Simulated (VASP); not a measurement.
# TaC in VASP: further runs

TaC is run at these levels: PBE; tasks: single point, relaxation of cell and atoms.

Program: VASP 6.6.1. These are calculated values, not measurements. Logs are shortened: lines on timing, memory, paths and dates and some standing lists are left out, and cuts for length are marked.

## (1) The cell of the first run

The typed cell holds 2 atoms: a = 3.165 Å, b = 3.165 Å, c = 3.165 Å, α = 59.99°, β = 59.99°, γ = 59.99°.

## (2) Single point, PBE

INCAR

```
PREC = Accurate
ENCUT = 600
EDIFF = 1E-6
ISMEAR = 0
SIGMA = 0.2
LREAL = False
LASPH = True
NELM = 120
ALGO = Normal
ISIF = 2
LWAVE = False
LCHARG = False
GGA = PE
NBANDS = 14
GGA_COMPAT = False
```

KPOINTS

```
Automatic mesh
0
Gamma
  8 8 8
```

POSCAR

```
TaC
1.0
    1.5822501612      0.9135125575      2.5843559633
   -1.5822501612      0.9135125575      2.5843559633
    0.0000000000     -1.8270251120      2.5843559643
Ta C
1 1
Direct
    0.5000000000      0.5000000000      0.5000000000
    0.0000000000      0.0000000000      0.0000000000
```

Potentials or basis: VASP PAW PBE potentials, release 64 (Ta_pv, C).

Launch:

```bash
$ cat potpaw_PBE.64/Ta_pv/POTCAR potpaw_PBE.64/C/POTCAR > POTCAR
$ mpirun -np 1 vasp_std > vasp.out
```

OUTCAR:

```text
PREC = Accurate
   ENCUT = 600
   EDIFF = 1E-6
   ISMEAR = 0
   LREAL = False
   LASPH = True
   NELM = 120
   ISIF = 2
   GGA = PE

 ion  position               nearest neighbor table
   1  0.500  0.500  0.500-   2 2.24   2 2.24   2 2.24   2 2.24   2 2.24   2 2.24
   2  0.000  0.000  0.000-   1 2.24   1 2.24   1 2.24   1 2.24   1 2.24   1 2.24

  LATTYP: Found a trigonal (rhomboedric) cell.
 ALAT       =     3.1649512651
 COS(alpha) =     0.5001424700

  Lattice vectors:

 A1 = (   1.5822501612,   0.9135125575,   2.5843559633)
 A2 = (  -1.5822501612,   0.9135125575,   2.5843559633)
 A3 = (   0.0000000000,  -1.8270251120,   2.5843559643)

Analysis of symmetry for initial positions (statically):
=====================================================================
 Subroutine PRICEL returns:
 Original cell was already a primitive cell.

 Routine SETGRP: Setting up the symmetry group for a
 trigonal (rhombohedral) supercell.

 Subroutine GETGRP returns: Found 12 space group operations
 (whereof 12 operations were pure point group operations)
 out of a pool of 12 trial point group operations.

The static configuration has the point symmetry D_3d.

Analysis of symmetry for dynamics (positions and initial velocities):
=====================================================================
 Subroutine PRICEL returns:
 Original cell was already a primitive cell.

 Routine SETGRP: Setting up the symmetry group for a
 trigonal (rhombohedral) supercell.

 Subroutine GETGRP returns: Found 12 space group operations
 (whereof 12 operations were pure point group operations)
 out of a pool of 12 trial point group operations.

The dynamic configuration has the point symmetry D_3d.

 Subroutine INISYM returns: Found 12 space group operations
 (whereof 12 operations are pure point group operations),
 and found     1 'primitive' translations

----------------------------------------------------------------------------------------

                                     Primitive cell

  volume of cell :      22.4127

  direct lattice vectors                    reciprocal lattice vectors
     1.582250161  0.913512558  2.584355963     0.316005656  0.182445951  0.128981200
    -1.582250161  0.913512558  2.584355963    -0.316005656  0.182445951  0.128981200
     0.000000000 -1.827025112  2.584355964     0.000000000 -0.364891901  0.128981200

  length of vectors
     3.164951265  3.164951265  3.164951265     0.387017118  0.387017118  0.387017118

  position of ions in fractional coordinates (direct lattice)
     0.500000000  0.500000000  0.500000000
     0.000000000  0.000000000  0.000000000

  ion indices of the primitive-cell ions
   primitive index   ion index
                 1           1
                 2           2

----------------------------------------------------------------------------------------

 KPOINTS: Automatic mesh

Automatic generation of k-mesh.
 Grid dimensions read from file:
 generate k-points for:    8    8    8

 Generating k-lattice:

  Cartesian coordinates                     Fractional coordinates (reciprocal lattice)
     0.039500707  0.022805744  0.016122650     0.125000000 -0.000000000  0.000000000
    -0.039500707  0.022805744  0.016122650    -0.000000000  0.125000000  0.000000000
     0.000000000 -0.045611488  0.016122650    -0.000000000 -0.000000000  0.125000000

  Length of vectors
     0.048377140  0.048377140  0.048377140

  Shift w.r.t. Gamma in fractional coordinates (k-lattice)
     0.000000000  0.000000000  0.000000000

 Subroutine IBZKPT returns following result:
 ===========================================

 Found     65 irreducible k-points:

 Following reciprocal coordinates:
            Coordinates               Weight
  0.000000  0.000000  0.000000      1.000000
  0.125000  0.000000 -0.000000      6.000000
  0.250000  0.000000 -0.000000      6.000000
  0.375000  0.000000 -0.000000      6.000000
  0.500000  0.000000 -0.000000      3.000000
  0.125000  0.125000 -0.000000      6.000000
[... 16 lines left out ...]
  0.250000  0.125000  0.125000      6.000000
  0.375000  0.125000  0.125000      6.000000
 [... further k-points ...]
   k-points           NKPTS =     65   k-points in BZ     NKDIM =     65   number of bands    NBANDS=     14
   number of dos      NEDOS =    301   number of ions     NIONS =      2
   total plane-waves  NPLWV =  21952
   dimension x,y,z NGX =    28 NGY =   28 NGZ =   28
   dimension x,y,z NGXF=    56 NGYF=   56 NGZF=   56
   ions per type =               1   1
   NGX,Y,Z   is equivalent  to a cutoff of  14.71, 14.71, 14.71 a.u.
   NGXF,Y,Z  is equivalent  to a cutoff of  29.42, 29.42, 29.42 a.u.
 SYSTEM =  unknown system
   PREC   = accura    normal or accurate (medium, high low for compatibility)
   ISTART =      0    job   : 0-new  1-cont  2-samecut
   ICHARG =      2    charge: 1-file 2-atom 10-const
   ISPIN  =      1    spin polarized calculation?
   LNONCOLLINEAR =      F non collinear calculations
   LSORBIT =      F    spin-orbit coupling
   LASPH  =      T    aspherical Exc in radial PAW
   ENCUT  =  600.0 eV  44.10 Ry    6.64 a.u.   6.32  6.32  6.32*2*pi/ulx,y,z
   NELM   =    120;   NELMIN=  2; NELMDL= -5     # of ELM steps
   EDIFF  = 0.1E-05   stopping-criterion for ELM
   LREAL  =      F    real-space projection
   EDIFFG = 0.1E-04   stopping-criterion for IOM
   NSW    =      0    number of steps for IOM
   IBRION =     -1    ionic relax: 0-MD 1-quasi-New 2-CG
   NFREE  =      0    steps in history (QN), initial steepest desc. (CG)
   ISIF   =      2    stress and relaxation
   ISYM   =      2    0-nonsym 1-usesym 2-fastsym
   POTIM  = 0.5000    time-step for ionic-motion
   TEBEG  =    0.0;   TEEND  =   0.0 temperature during run
   PSTRESS=    0.0 pullay stress
   NELECT =      15.0000    total number of electrons
   NUPDOWN=      -1.0000    fix difference up-down
   EMIN   =  10.00;   EMAX   =-10.00  energy-range for DOS
   EFERMI =   0.00;   METHOD = LEGACY
   ISMEAR =     0;   SIGMA  =   0.20  broadening in eV -4-tet -1-fermi 0-gaus
   EFERMI_NEDOS =   21; number of points for ismear=-14 and -15
   IALGO  =     38    algorithm
   IMIX   =      4    mixing-type and parameters
     AMIX     =   0.40;   BMIX     =  1.00
     AMIX_MAG =   1.60;   BMIX_MAG =  1.00
  volume/ion in A,a.u.               =      11.21        75.62
  Fermi-wavevector in a.u.,A,eV,Ry     =   1.431993  2.706074 27.900153  2.050603
  Thomas-Fermi vector in A             =   2.551669
   LORBIT       =      0    0 simple, 1 ext, 2 COOP (PROOUT), +10 PAW based schemes
   GGA     = PE    functional components
   LHFCALC =     F    Hartree Fock is set to
   AEXX    =    0.0000 exact exchange contribution
   IVDW    =     0    specifies the selected vdW correction
   LEPSILON=     F    determine dielectric tensor
   LRPA    =     F    only Hartree local field effects (RPA)
 non-spin polarized calculation
 Gauss-broadening in eV      SIGMA  =   0.20
  energy-cutoff  :      600.00
  volume of cell :       22.41
 maximum number of plane-waves:       757
 NGX is ok and might be reduce to    28
   NGX = 13   NGY = 13   NGZ = 13

 number of electron      15.0000000 magnetization

 Free energy of the ion-electron system (eV)
  ---------------------------------------------------
  ext. energy  EPLUGINS =         0.00000000
  ---------------------------------------------------
  free energy    TOTEN  =       -22.20730650 eV

  energy without entropy =      -22.19332498  energy(sigma->0) =      -22.20031574

 E-fermi :   8.3790     XC(G=0): -13.1312

 val. band max:        8.1560872675   @ k =   0.3750   0.1250  -0.0000
 cond. band min:       8.5154177230   @ k =  -0.2500   0.3750   0.2500
 fundamental gap:      0.3593304556
 Fermi energy:         8.3790079207

 k-point     1 :       0.0000    0.0000    0.0000
  band No.  band energies     occupation
      1     -26.8589      2.00000
      2     -26.8586      2.00000
      3     -26.8586      2.00000
      4      -6.4640      2.00000
      5       6.9445      2.00000
      6       6.9476      2.00000
      7       6.9476      2.00000
      8       7.7872      1.99997
      9       7.7889      1.99997
     10       7.7889      1.99997
     11       8.8931      0.00028
     12       8.8931      0.00028
     13      14.6719      0.00000
     14      18.2910      0.00000

 k-point     2 :       0.1250    0.0000   -0.0000
  band No.  band energies     occupation
      1     -26.9631      2.00000
      2     -26.8695      2.00000
      3     -26.8693      2.00000
      4      -6.0387      2.00000
      5       5.3242      2.00000
      6       5.8263      2.00000
      7       5.8284      2.00000
      8       7.5987      2.00000
      9       7.6006      2.00000
     10       8.5566      0.20928
     11      11.0529      0.00000
     12      11.0533      0.00000
     13      15.4629      0.00000
     14      19.3282      0.00000

 k-point     3 :       0.2500    0.0000   -0.0000
  band No.  band energies     occupation
      1     -27.2071      2.00000
      2     -26.8950      2.00000
      3     -26.8948      2.00000
      4      -4.8857      2.00000
      5       3.0706      2.00000
      6       4.2116      2.00000
      7       4.2138      2.00000
      8       8.6780      0.03447
      9       8.6804      0.03309
     10       9.2694      0.00000
     11      13.9523      0.00000
     12      13.9524      0.00000
     13      16.6818      0.00000
     14      21.0564      0.00000

 k-point     4 :       0.3750    0.0000   -0.0000
  band No.  band energies     occupation
      1     -27.4406      2.00000
      2     -26.9203      2.00000
      3     -26.9201      2.00000
      4      -3.3160      2.00000
      5       0.9621      2.00000
      6       3.1927      2.00000
      7       3.1950      2.00000
      8      10.1256      0.00000
      9      10.1284      0.00000
     10      10.4608      0.00000
     11      15.5834      0.00000
     12      16.6362      0.00000
     13      16.6368      0.00000
     14      21.1644      0.00000

 k-point     5 :       0.5000    0.0000   -0.0000
  band No.  band energies     occupation
      1     -27.5346      2.00000
      2     -26.9307      2.00000
      3     -26.9306      2.00000
      4      -2.1105      2.00000
      5      -0.3865      2.00000
      6       2.8475      2.00000
      7       2.8499      2.00000
      8      10.9204      0.00000
      9      10.9235      0.00000
     10      11.8852      0.00000
     11      13.6095      0.00000
[... 276 lines left out ...]
 k-point    22 :       0.1250    0.1250    0.1250
  band No.  band energies     occupation
      1     -26.9633      2.00000
      2     -26.8692      2.00000
      3     -26.8692      2.00000
      4      -6.0388      2.00000
      5       5.3218      2.00000
      6       5.8281      2.00000
      7       5.8281      2.00000
      8       7.6013      2.00000
      9       7.6013      2.00000
     10       8.5561      0.21044
     11      11.0525      0.00000
     12      11.0525      0.00000
     13      15.4623      0.00000
     14      19.3270      0.00000

 k-point    23 :       0.2500    0.1250    0.1250
  band No.  band energies     occupation
      1     -27.0813      2.00000
      2     -26.9316      2.00000
      3     -26.8702      2.00000
      4      -5.3904      2.00000
      5       3.9777      2.00000
      6       4.6028      2.00000
      7       4.8771      2.00000
      8       7.5991      2.00000
      9       9.0700      0.00000
     10       9.5155      0.00000
     11      10.9760      0.00000
     12      13.7497      0.00000
     13      16.5156      0.00000
     14      20.6954      0.00000

 k-point    24 :       0.3750    0.1250    0.1250
  band No.  band energies     occupation
      1     -27.2890      2.00000
      2     -26.9881      2.00000
      3     -26.8959      2.00000
      4      -4.1692      2.00000
      5       2.0774      2.00000
      6       3.5470      2.00000
      7       3.9225      2.00000
      8       8.6269      0.07968
      9       9.7071      0.00000
     10      10.7296      0.00000
     11      13.0406      0.00000
     12      16.4720      0.00000
     13      16.9388      0.00000
     14      21.1661      0.00000

 [... further k-points ...]

------------------------ aborting loop because EDIFF is reached ----------------------------------------

  FORCE on cell =-STRESS in cart. coord.  units (eV):
  Direction    XX          YY          ZZ          XY          YZ          ZX
  --------------------------------------------------------------------------------------
  -------------------------------------------------------------------------------------
  Total        0.0893874      0.0893874      0.0781481      0.0000000     -0.0000000      0.0000000
  in kB        6.3898920      6.3898920      5.5864507      0.0000000     -0.0000000      0.0000000
  external PRESSURE =       6.1220783 kB  Pullay stress =       0.0000000 kB

 VOLUME and BASIS-vectors are now :
 -----------------------------------------------------------------------------
  energy-cutoff  :      600.00
  volume of cell :       22.41
      direct lattice vectors                 reciprocal lattice vectors
     1.582250161  0.913512558  2.584355963     0.316005656  0.182445951  0.128981200
    -1.582250161  0.913512558  2.584355963    -0.316005656  0.182445951  0.128981200
     0.000000000 -1.827025112  2.584355964     0.000000000 -0.364891901  0.128981200

 POSITION                                       TOTAL-FORCE (eV/Angst)
 -----------------------------------------------------------------------------------
      0.00000      0.00000      3.87653        -0.000000      0.000000     -0.000000
      0.00000      0.00000      0.00000         0.000000     -0.000000      0.000000
 -----------------------------------------------------------------------------------
    total drift:                                0.000000     -0.000000      0.000000

  FREE ENERGIE OF THE ION-ELECTRON SYSTEM (eV)
  ---------------------------------------------------
  free  energy   TOTEN  =       -22.2073064994 eV

  energy  without entropy=      -22.1933249822  energy(sigma->0) =      -22.20031574
```

Wall time 12 s (1 thread of AMD EPYC 9R45 (Zen 5), shared host); peak memory 0.14 GiB.

What came out:

| Property | Result |
| --- | --- |
| Free energy | -22.2073 eV |
| Pressure | 0.6 GPa |

Levels at points of the mesh, in eV from the Fermi level:
| k point | band 5 | band 6 | band 7 | band 8 | band 9 | band 10 |
| --- | --- | --- | --- | --- | --- | --- |
| (0.00, 0.00, 0.00) | -1.43 | -1.43 | -1.43 | -0.59 | -0.59 | -0.59 |
| (0.50, 0.00, 0.00) | -8.77 | -5.53 | -5.53 | 2.54 | 2.54 | 3.51 |
| (0.50, 0.50, 0.00) | -4.74 | -4.59 | -1.89 | -1.89 | 2.43 | 3.88 |
| (0.50, 0.50, 0.50) | -8.77 | -5.53 | -5.53 | 2.54 | 2.54 | 3.50 |

Caveat: spin-orbit coupling is left out, which moves the levels of the heavy elements.

(Continued in part 2 of 2.)
